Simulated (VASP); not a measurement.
BN: single point with PBEsol

Crystal: BN.

```
CELL_PARAMETERS angstrom
0.00000 3.49532 2.16609
1.25163 0.00000 2.16609
1.25163 3.49532 0.00000
ATOMIC_POSITIONS crystal
B 0.97697 0.97697 0.02303
N 0.66665 0.66665 0.33335
```

This cell differs from its parent crystal: atom 1 (B) moved by (+0.000, -0.100) A along [1 1 0] and z.

```yaml
Program: VASP 6.6.1
Task: single point
Functional: PBEsol
Potentials_or_basis: VASP PAW PBE potentials, release 64 (B, N)
Cutoff: 520 eV
k_mesh: 12 × 12 × 12
Occupations: gaussian, width 0.05 eV
Spin: no spin polarisation
Dipole_correction: no
Further_INCAR_settings: ALGO = Normal; EDIFF = 1e-06; NBANDS = 11
```

| Quantity | Value |
| --- | --- |
| Pressure | 4.9 GPa |
| Largest force | 4.914 eV/Å |
| Band gap on the k mesh | 3.10 eV (least direct gap 4.19 eV) |

Forces on the atoms (eV/Å):
```
B    0.000  0.000  4.914
N    0.000  0.000 -4.914
```

Stress tensor (GPa, compression positive):
```
-6.06  0.00  0.00
 0.00  0.16  0.00
 0.00  0.00 20.74
```

Levels at points of the mesh, in eV from the valence-band top:
| k point | band 1 | band 2 | band 3 | band 4 | band 5 | band 6 | band 7 | band 8 |
| --- | --- | --- | --- | --- | --- | --- | --- | --- |
| (0.00, 0.00, 0.00) | -17.82 | -4.53 | -2.50 | -0.25 | 4.69 | 10.08 | 12.86 | 13.04 |
| (0.50, 0.00, 0.00) | -14.58 | -8.90 | -4.39 | -1.24 | 4.96 | 9.42 | 13.11 | 15.46 |
| (0.50, 0.50, 0.00) | -14.83 | -9.22 | -3.65 | -0.20 | 5.04 | 9.55 | 11.77 | 13.63 |
| (0.50, 0.00, 0.50) | -17.62 | -6.19 | -2.48 | -0.27 | 9.45 | 9.98 | 11.48 | 13.56 |
| (0.00, 0.50, 0.50) | -14.73 | -9.02 | -3.70 | -1.13 | 3.10 | 10.04 | 14.50 | 18.20 |

Wall time 100 s on 1 thread of Intel Xeon 8259CL (shared host), peak memory 0.18 GiB.

Caveat: the cell differs from its parent crystal (atom 1 (B) moved by (+0.000, -0.100) A along [1 1 0] and z); the cell stands under pressure; the PAW data sets were made with another functional, which shifts forces and pressure a little. A k mesh can miss the band edges.
